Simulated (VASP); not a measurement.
Runs of VASP 6.6.1 on Co. The structure is that of space group P6_3/mmc (No. 194), or close to it. The cells are those of the table. 

| spin | cell | k mesh | smearing | gap on the mesh (eV) | pressure (GPa) | moment (μB) |
| --- | --- | --- | --- | --- | --- | --- |
| collinear, ferromagnetic start | a = 2.616, b = 2.616, c = 4.226 Å, angles 90.0, 90.0, 120.0°, 2 atoms | 23 × 23 × 13 | fermi-dirac 0.05 eV | none | -16.8 | 3.43 |
| collinear, ferromagnetic start | a = 2.552, b = 2.552, c = 4.123 Å, angles 90.0, 90.0, 120.0°, 2 atoms | 23 × 23 × 13 | fermi-dirac 0.05 eV | none | -7.4 | 3.33 |
| collinear, ferromagnetic start | a = 2.585, b = 2.585, c = 4.175 Å, angles 90.0, 90.0, 120.0°, 2 atoms | 23 × 23 × 13 | fermi-dirac 0.05 eV | none | (a) | 3.39 |
| non-collinear, zero start, SOC | a = 2.478, b = 2.478, c = 3.993 Å, angles 90.0, 90.0, 120.0°, 2 atoms | 14 × 14 × 8 | fermi-dirac 0.1 eV | - | (b) | 0.00 |

Alike in all rows: task single point; level RPBE; potentials or basis VASP PAW PBE potentials, release 64 (Co); cutoff (eV) 520.

**Question.** Fill in the values left out.

**Answer.** (a) -12.6; (b) -0.4.

Caveats: the PAW data sets were made with another functional, which shifts forces and pressure a little.

A gap of «none» marks levels without a gap at the run's occupations.
